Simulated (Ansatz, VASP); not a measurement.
# One calculation of BN, two programs

```xyz
4
Lattice="0.0000 -1.8124 -1.8124 -1.8124 0.0000 -1.8124 1.8124 1.8124 -3.6248" Properties=species:S:1:pos:R:3 pbc="T T T"
B    -0.0470    0.0352   -0.0118
B     0.0470   -0.0352   -3.6130
N     0.8581    0.9422   -4.5431
N    -0.8581   -0.9422   -4.5189
```

Change from the starting cell: mode 4 frozen in at -0.051 Å and mode 5 at +0.034 Å (largest displacements).

Alike in both runs: task single point; functional PBE; k mesh 6 × 6 × 6; occupations gaussian, width 0.05 eV; no spin polarisation.

|  | VASP | Ansatz |
| --- | --- | --- |
| version | VASP 6.6.1 | Ansatz 0.2.0 |
| potentials or method | VASP PAW PBE potentials, release 64 (B, N), cutoff 520 eV | scalar-relativistic, plane waves, PAW |
| valence electrons in the cell | 16 | 16 |

VASP gave:

```
gap on the k mesh at the Fermi level (eV)                     : 4.38
least direct gap on the mesh (eV)                             : 6.32
pressure (GPa)                                                : 0.1
traceless stress, the component that is largest in VASP (GPa) : 0.76
rms of the force components (eV/Å)                            : 0.376
```

Task: Which values does Ansatz return?

Result: gap on the k mesh at the Fermi level (eV): 4.39; least direct gap on the mesh (eV): 6.33; pressure (GPa): -0.1; traceless stress, the component that is largest in VASP (GPa): 0.76; rms of the force components (eV/Å): 0.376.

Atom by atom the forces differ by 0.000 eV/Å (rms over components).

The k mesh is coarse, so the values compare programs but aren't converged.
